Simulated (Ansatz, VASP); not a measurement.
**Ge3PdO4: VASP beside Ansatz**

```
CELL_PARAMETERS angstrom
-2.87749 2.87749 2.87749
2.87749 -2.87749 2.87749
2.87749 2.87749 -2.87749
ATOMIC_POSITIONS crystal
Ge 0.00000 0.50000 0.50000
Ge 0.50000 0.00000 0.50000
Ge 0.50000 0.50000 0.00000
Pd 0.00000 0.00000 0.00000
O 0.50000 0.50000 0.50000
O 0.00000 0.00000 0.50000
O 0.00000 0.50000 0.00000
O 0.50000 0.00000 0.00000
```

Alike in both runs: functional PBE; k mesh 10 × 10 × 10; occupations gaussian, width 0.1 eV; no spin polarisation.

Ansatz relaxed the structure, and its values are those at the end. VASP's run is a single point on that final structure, the one shown.

|  | VASP | Ansatz |
| --- | --- | --- |
| version | VASP 6.6.1 | Ansatz 0.2.0 |
| potentials or method | VASP PAW PBE potentials, release 64 (Ge_d, Pd, O), cutoff 520 eV | scalar-relativistic, plane waves, PAW |
| valence electrons in the cell | 76 | 84 |

|  | VASP | Ansatz | Ansatz less VASP |
| --- | --- | --- | --- |
| gap on the k mesh at the Fermi level (eV) | none | none | - |
| pressure (GPa) | 0.0 | 0.0 | 0.00 |

A gap of «none» marks a metal or a gap that the smearing closes. VASP's potentials hold 76 valence electrons a cell and Ansatz's 84, so a difference there can come from the potentials and not from the codes.
